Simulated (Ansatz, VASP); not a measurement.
# Two plane-wave programs on WSe2

```
CELL_PARAMETERS angstrom
3.31357 0.00000 0.00000
-1.65679 2.86964 0.00000
0.00000 0.00000 17.85772
ATOMIC_POSITIONS crystal
W 0.33333 0.66667 0.00000
Se 0.66667 0.33333 0.90758
Se 0.66667 0.33333 0.09242
```

Alike in both runs: task single point; functional PBEsol; k mesh 6 × 6 × 1; occupations gaussian, width 0.1 eV; no spin polarisation.

```csv
,VASP,Ansatz
version,VASP 6.6.1,Ansatz 0.2.0
potentials or method,"VASP PAW PBE potentials, release 64 (W_sv, Se), cutoff 520 eV","scalar-relativistic, plane waves, PAW"
valence electrons in the cell,26,46
```

```tsv
	VASP	Ansatz	Ansatz less VASP
gap on the k mesh at the Fermi level (eV)	1.50	1.51	+0.004
least direct gap on the mesh (eV)	1.50	1.51	+0.004
rms of the force components (eV/Å)	0.081	0.052	-0.0282
```

VASP's potentials were made for PBE, not for PBEsol. Atom by atom the forces differ by 0.028 eV/Å (rms over components). VASP's potentials hold 26 valence electrons a cell and Ansatz's 46, so a difference there can come from the potentials and not from the codes.

Neither program's run includes spin-orbit coupling.
